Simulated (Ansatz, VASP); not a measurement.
## One calculation of NaH, two programs

```xyz
2
Lattice="0.0000 2.3975 2.3975 2.3975 0.0000 2.3975 2.3975 2.3975 0.0000" Properties=species:S:1:pos:R:3 pbc="T T T"
Na    0.0000    0.0000    0.0000
H     2.3975    2.3975    2.3975
```

Alike in both runs: task single point; functional HSE06; k mesh 6 × 6 × 6; no spin polarisation.

```csv
,VASP,Ansatz
version,VASP 6.6.1,Ansatz 0.2.0
potentials or method,"VASP PAW PBE potentials, release 64 (Na_pv, H)","plane waves, PAW"
plane-wave cutoff (eV),520,420
occupations,"gaussian, width 0.01 eV",fixed
valence electrons in the cell,8,10
```

VASP gave:

- gap on the k mesh at the Fermi level (eV): 4.89
- pressure (GPa): 0.2

Task: What did Ansatz give for the same quantities?

Result: gap on the k mesh at the Fermi level (eV): 4.90; pressure (GPa): 0.2.

VASP's potentials hold 8 valence electrons a cell and Ansatz's 10, so a difference there can come from the potentials and not from the codes. Ansatz's warnings: stress exchange threshold loose, stress scf threshold loose.
